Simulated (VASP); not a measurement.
Wanted: the native input for a VASP 6.6.1 run.

| Property | Result |
| --- | --- |
| Task | single point |
| Functional | PBE |
| Potentials or basis | VASP PAW PBE potentials, release 64 (Ir, Pt) |
| Cutoff | 500 eV |
| k mesh | 6 × 6 × 6 |
| Occupations | gaussian, width 0.2 eV |
| Spin | no spin polarisation |
| Dipole correction | no |
| Further INCAR settings | ALGO = Normal; EDIFF = 1e-06; NBANDS = 22 |

The structure of IrPt2 lies in POSCAR:

```
IrPt2
1.0
    0.0000000000      3.0064752757      3.0064752757
    3.0064752757      0.0000000000      3.0064752757
    3.0064752757      3.0064752757      0.0000000000
Ir Pt
1 2
Direct
    0.0000000000      0.0000000000      0.0000000000
    0.7500000000      0.7500000000      0.7500000000
    0.5000000000      0.5000000000      0.5000000000
```

One way to write it, as run:

INCAR

```
SYSTEM = IrPt2
  ALGO = Normal
  EDIFF = 1E-6
  ENCUT = 500
  GGA = PE
  GGA_COMPAT = .False.
  ISIF = 2
  ISMEAR = 0
  LASPH = .True.
  LCHARG = .False.
  LREAL = .False.
  LWAVE = .False.
  NBANDS = 22
  NELM = 120
  PREC = Accurate
  SIGMA = 0.2
```

KPOINTS

```
k-points
0
Gamma
  6 6 6
  0 0 0
```

Potentials or basis: VASP PAW PBE potentials, release 64 (Ir, Pt).

Command:

```bash
$ cat potpaw_PBE.64/Ir/POTCAR potpaw_PBE.64/Pt/POTCAR > POTCAR
$ mpirun -np 1 vasp_std > vasp.out
```

It gave:

```
Pressure : -0.2 GPa
```

It took 20 s on 1 thread of AMD EPYC 7R43 64-Core Processor (Zen 3), on a shared host, peak memory 0.15 GiB.
